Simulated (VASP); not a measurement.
A run of VASP 6.6.1 is set up as follows.

INCAR

```
SYSTEM = C
PREC = Accurate
ENCUT = 520
EDIFF = 1E-6
ISMEAR = 0
SIGMA = 0.1
LREAL = .False.
LASPH = .True.
NELM = 60
ALGO = Normal
ISIF = 2
LWAVE = .False.
LCHARG = .True.
GGA = PE
LELF = .True.
LVHAR = .True.
NBANDS = 26
```

File KPOINTS:

```
Automatic mesh
0
Gamma
  4 4 6
  0 0 0
```

Contents of POSCAR:

```
C
1.0
    4.1282079500      0.0000000000      0.0000000000
    0.0000000000      4.1282079500      0.0000000000
    0.0000000000      0.0000000000      2.7881479700
C
8
Direct
    0.3138119800      0.9311950100      0.5000000000
    0.6861880200      0.9311950100      0.0000000000
    0.6861880200      0.0688049900      0.5000000000
    0.9311950100      0.6861880200      0.0000000000
    0.9311950100      0.3138119800      0.5000000000
    0.3138119800      0.0688049900      0.0000000000
    0.0688049900      0.3138119800      0.0000000000
    0.0688049900      0.6861880200      0.5000000000
```

Potentials or basis: VASP PAW PBE potentials, release 64 (C).

Run with:

```sh
$ cat potpaw_PBE.64/C/POTCAR > POTCAR
$ mpirun -np 1 vasp_std > vasp.out
```

(1) What does it give for the pressure?

(2) Predict the band gap on the k mesh.

Results:

(1) 81.8 GPa.

(2) zero (bands 16 and 17 overlap by 3.61 eV).

Caveat: the k points lie up to 0.38 Å⁻¹ apart, too coarse for converged energies and pressures of a metal; forces of over 1 eV/Å act on the atoms, so gaps and moduli don't describe the material at rest.
